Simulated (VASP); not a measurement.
Crystal: Fe3Ge.

```
CELL_PARAMETERS angstrom
3.66050 0.00000 0.00000
0.00000 3.66050 0.00000
0.00000 0.00000 3.66050
ATOMIC_POSITIONS crystal
Fe 0.00000 0.50000 0.50000
Fe 0.50000 0.50000 0.00000
Fe 0.50000 0.00000 0.50000
Ge 0.00000 0.00000 0.00000
```

Base run:

| Item | Value |
| --- | --- |
| Program | VASP 6.6.1 |
| Functional | PBEsol |
| Potentials or basis | VASP PAW PBE potentials, release 64 (Fe, Ge_d) |
| Cutoff | 520 eV |
| k mesh | 9 × 9 × 9 |
| Occupations | fermi-dirac, width 0.03 eV |
| Spin | collinear spin, ferromagnetic start |
| Starting moments | [1.08, 1.08, 1.08, 0.0] μB |
| Fixed moment | 3.24 μB |

Its results: net moment 3.24 μB per cell; site moments Fe +1.10; Ge -0.08 μB.

Task: The run is repeated on the same cell with these changes: fixed moment from 3.24 μB to none; moments at the start from [1.08, 1.08, 1.08, 0.0] to [2.2, 2.2, 2.2, 0.0]. What comes out?

Result: Net moment 6.48 μB per cell; site moments Fe +2.18; Ge -0.14 μB.

Caveats: the total moment is fixed, so each spin has its own Fermi level (some runs).
